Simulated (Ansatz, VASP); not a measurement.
# One calculation of CdF2, two programs

INCAR

```
SYSTEM = CdF2
PREC     = Accurate       ! precision mode
ENCUT    = 520            ! plane-wave cutoff, eV
EDIFF    = 1E-7           ! SCF threshold, eV
ISMEAR   = 0              ! smearing method
SIGMA    = 0.05           ! smearing width, eV
LREAL    = .False.        ! projectors in reciprocal space
LASPH    = .True.         ! aspherical terms in the spheres
NELM     = 80             ! most SCF steps
ALGO     = Normal         ! electronic algorithm
ISIF     = 2              ! what is computed and relaxed
LWAVE    = .False.        ! write WAVECAR
LCHARG   = .False.        ! write CHGCAR
GGA      = PS             ! functional
NBANDS   = 20             ! bands
```

KPOINTS

```
regular mesh
0
Gamma
  8 8 8
  0 0 0
```

Contents of POSCAR:

```
CdF2
1.0
    0.0000000000      2.7724654276      2.9443582841
    2.7724654276      0.0000000000      2.9443582841
    2.7724654276      2.7724654276      0.0000000000
Cd F
1 2
Direct
    0.0000000000      0.0000000000      0.0000000000
    0.2500000000      0.2500000000      0.2500000000
    0.7500000000      0.7500000000      0.7500000000
```

Input for Ansatz:

```yaml
crystal:
  lattice:
    - [0.0, 2.7724654276, 2.9443582841]
    - [2.7724654276, 0.0, 2.9443582841]
    - [2.7724654276, 2.7724654276, 0.0]
  atoms:
    - { symbol: Cd, position: [0.0, 0.0, 0.0] }
    - { symbol: F, position: [0.25, 0.25, 0.25] }
    - { symbol: F, position: [0.75, 0.75, 0.75] }
basis:
  ecutwfc: 520.0
kpoints:
  mp_grid: { grid: [8, 8, 8] }
hamiltonian:
  xc: pbesol
scf:
  occupations: { method: gaussian, width: 0.05 }
output:
  forces: true
  stress: true
  eigenvalues: true
  write_density: true
  write_potential: true
  elf: true
  volumetric_format: npy
```

Alike in both runs: task single point; functional PBEsol; k mesh 8 × 8 × 8; occupations gaussian, width 0.05 eV; no spin polarisation.

```csv
,VASP,Ansatz
version,VASP 6.6.1,Ansatz 0.2.0
potentials or method,"VASP PAW PBE potentials, release 64 (Cd, F), cutoff 520 eV","scalar-relativistic, plane waves, PAW"
valence electrons in the cell,26,34
```

|  | VASP | Ansatz | Ansatz less VASP |
| --- | --- | --- | --- |
| gap on the k mesh at the Fermi level (eV) | 2.31 | 2.33 | +0.025 |
| least direct gap on the mesh (eV) | 2.91 | 2.94 | +0.029 |
| pressure (GPa) | -11.0 | -11.2 | -0.25 |
| traceless stress, the component that is largest in VASP (GPa) | -3.93 | -3.97 | -0.042 |

VASP's potentials were made for PBE, not for PBEsol. With one functional, cell and mesh, what is left measures potentials, basis and numerics. VASP's potentials hold 26 valence electrons a cell and Ansatz's 34, so a difference there can come from the potentials and not from the codes.
